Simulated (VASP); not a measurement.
Input of a VASP 6.6.1 run:

Contents of INCAR:

```
SYSTEM = Mg6NO6
ALGO = Normal ; DIPOL = 0.5 0.5 0.318
EDIFF = 1E-7 ; ENCUT = 520
GGA = PE ; IDIPOL = 3
ISIF = 2 ; ISMEAR = 0
LASPH = .True. ; LCHARG = .True.
LDIPOL = .True. ; LELF = .True.
LREAL = Auto ; LVACPOTAV = .True.
LVHAR = .True. ; LWAVE = .False.
NBANDS = 72 ; NELM = 100
PREC = Accurate ; SIGMA = 0.05
```

The input KPOINTS:

```
k-points
0
Gamma
  5 5 1
  0 0 0
```

Contents of POSCAR:

```
Mg6NO6
1.0
    6.0171792582      0.0000000000      0.0000000000
    0.0000000000      6.0171792582      0.0000000000
    0.0000000000      0.0000000000     20.8799623436
Mg O N
12 12 2
Direct
    0.2500000000      0.2500000000      0.1915712267
    0.2500000000      0.7500000000      0.1915712267
    0.7500000000      0.2500000000      0.1915712267
    0.7500000000      0.7500000000      0.1915712267
    0.0000000000      0.0000000000      0.2936999204
    0.0000000000      0.5000000000      0.2936999204
    0.5000000000      0.0000000000      0.2936999204
    0.5000000000      0.5000000000      0.2936999204
    0.2500000000      0.2500000000      0.3942063725
    0.2500000000      0.7500000000      0.3942063725
    0.7500000000      0.2500000000      0.3942063725
    0.7500000000      0.7500000000      0.3942063725
    0.0000000000      0.0000000000      0.1915712267
    0.0000000000      0.5000000000      0.1915712267
    0.5000000000      0.0000000000      0.1915712267
    0.5000000000      0.5000000000      0.1915712267
    0.2500000000      0.2500000000      0.2932336620
    0.2500000000      0.7500000000      0.2932336620
    0.7500000000      0.2500000000      0.2932336620
    0.7500000000      0.7500000000      0.2932336620
    0.0000000000      0.0000000000      0.3965506358
    0.0000000000      0.5000000000      0.3965506358
    0.5000000000      0.0000000000      0.3965506358
    0.5000000000      0.5000000000      0.3965506358
    0.1250000000      0.1250000000      0.5794966523
    0.1250000000      0.1250000000      0.6322824383
```

Potentials or basis: VASP PAW PBE potentials, release 64 (Mg, O, N).

Command:

```sh
$ cat potpaw_PBE.64/Mg/POTCAR potpaw_PBE.64/O/POTCAR potpaw_PBE.64/N/POTCAR > POTCAR
$ mpirun -np 1 vasp_std > vasp.out
```

Question: Estimate the largest force.

Answer: 1.749 eV/Å.

Question: Estimate the band gap on the k mesh.

Answer: 3.08 eV (least direct gap 3.13 eV).

Forces in eV/Å, atoms in the order of the input:
```
Mg   0.000  0.000  0.452
Mg   0.000  0.000  0.453
Mg   0.000  0.000  0.453
Mg   0.000  0.000  0.453
Mg  -0.001 -0.001 -0.013
Mg  -0.001  0.001 -0.023
Mg   0.001 -0.001 -0.023
Mg   0.001  0.001 -0.027
Mg  -0.015 -0.015 -0.012
Mg  -0.010  0.013 -0.046
Mg   0.013 -0.010 -0.046
Mg   0.010  0.010 -0.056
O    0.000  0.000 -0.424
O    0.000  0.000 -0.424
O    0.000  0.000 -0.424
O    0.000  0.000 -0.424
O    0.002  0.002  0.030
O    0.003 -0.002  0.029
O   -0.002  0.003  0.029
O   -0.003 -0.003  0.028
O   -0.010 -0.010 -0.022
O   -0.003  0.005  0.009
O    0.005 -0.003  0.009
O    0.002  0.002  0.017
N    0.016  0.016 -1.749
N   -0.006 -0.006  1.748
```

Caveat: the standard files for N, O and F lose accuracy on very short bonds.
